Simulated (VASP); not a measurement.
**Ru: single point with PBEsol**

Ru:

```xyz
2
Lattice="2.7273 0.0000 0.0000 -1.3637 2.3619 0.0000 0.0000 0.0000 3.9462" Properties=species:S:1:pos:R:3 pbc="T T T"
Ru    0.0000    1.5746    0.9866
Ru    1.3637    0.7873    2.9596
```

```yaml
Program: VASP 6.6.1
Task: single point
Functional: PBEsol
Potentials_or_basis: VASP PAW PBE potentials, release 64 (Ru_pv)
Cutoff: 520 eV
k_mesh: 18 × 18 × 10
Occupations: gaussian, width 0.15 eV
Spin: no spin polarisation
Dipole_correction: no
Further_INCAR_settings: ALGO = Fast; EDIFF = 1e-06; NBANDS = 21
```

```yaml
Pressure: 23.1 GPa
Band_gap_on_the_k_mesh: zero (band 14 reaches 15.41 eV, above the bottom of band 15 at 12.10 eV)
```

Stress tensor (GPa, compression positive):
```
 7.10  0.00  0.00
 0.00  7.10  0.00
 0.00  0.00 55.03
```

Levels at points of the mesh, in eV from the Fermi level:
```
           k point  band 11  band 12  band 13  band 14  band 15  band 16  band 17  band 18
(0.00, 0.00, 0.00)    -2.33    -2.33    -2.06    -2.06    -1.81     1.26     1.26     2.45
(0.50, 0.00, 0.00)    -2.31    -1.71    -1.16     0.94     1.67     2.54     4.10     6.20
(0.00, 0.00, 0.50)    -3.53    -3.53    -2.44    -2.44     0.74     0.74     0.74     0.74
(0.50, 0.00, 0.50)    -1.60    -1.60     0.36     0.36     1.42     1.42     3.45     3.45
```

It took 86 s on 1 thread of Intel(R) Xeon(R) Platinum 8259CL CPU @ 2.50GHz (Skylake/Cascade Lake), with other jobs on the host, peak memory 0.2 GiB.

Caveat: the PAW data sets were made with another functional, which shifts forces and pressure a little.
